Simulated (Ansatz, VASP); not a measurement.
## One calculation of C, two programs

File INCAR:

```
ALGO = Normal
EDIFF = 1E-6
ENCUT = 600
GGA = PS
GGA_COMPAT = F
ISIF = 2
ISMEAR = 0
LASPH = T
LCHARG = T
LELF = T
LREAL = F
LVHAR = T
LWAVE = F
NBANDS = 11
NELM = 120
PREC = Accurate
SIGMA = 0.1
```

The input KPOINTS:

```
k-points
0
Gamma
  8 8 8
```

The input POSCAR:

```
C
1.0
    0.0000000000      1.7800000000      1.7800000000
    1.7800000000      0.0000000000      1.7800000000
    1.7800000000      1.7800000000      0.0000000000
C
2
Direct
    0.0000000000      0.0000000000      0.0000000000
    0.2500000000      0.2500000000      0.2500000000
```

Input for Ansatz:

```yaml
crystal:
  lattice:
    - [0.0, 1.78, 1.78]
    - [1.78, 0.0, 1.78]
    - [1.78, 1.78, 0.0]
  atoms:
    - { symbol: C, position: [0.0, 0.0, 0.0] }
    - { symbol: C, position: [0.25, 0.25, 0.25] }
basis:
  ecutwfc: 420
kpoints:
  mp_grid: { grid: [8, 8, 8] }
hamiltonian:
  xc: pbesol
  pseudopotentials: { kind: paw, azcp: { folder: soft_1 } }
scf:
  occupations: { method: gaussian, width: 0.1 }
output:
  forces: true
  stress: true
  eigenvalues: true
```

Alike in both runs: task single point; functional PBEsol; k mesh 8 × 8 × 8; occupations gaussian, width 0.1 eV; no spin polarisation.

|  | VASP | Ansatz |
| --- | --- | --- |
| version | VASP 6.6.1 | Ansatz 0.2.0 |
| potentials or method | VASP PAW PBE potentials, release 64 (C), cutoff 600 eV | scalar-relativistic, plane waves, PAW |
| valence electrons in the cell | 8 | 8 |

```tsv
	VASP	Ansatz	Ansatz less VASP
gap on the k mesh at the Fermi level (eV)	4.02	4.02	+0.007
least direct gap on the mesh (eV)	5.56	5.55	0.000
pressure (GPa)	-1.9	-2.4	-0.47
```

VASP's potentials were made for PBE, not for PBEsol, and Ansatz warns of the same on its side.
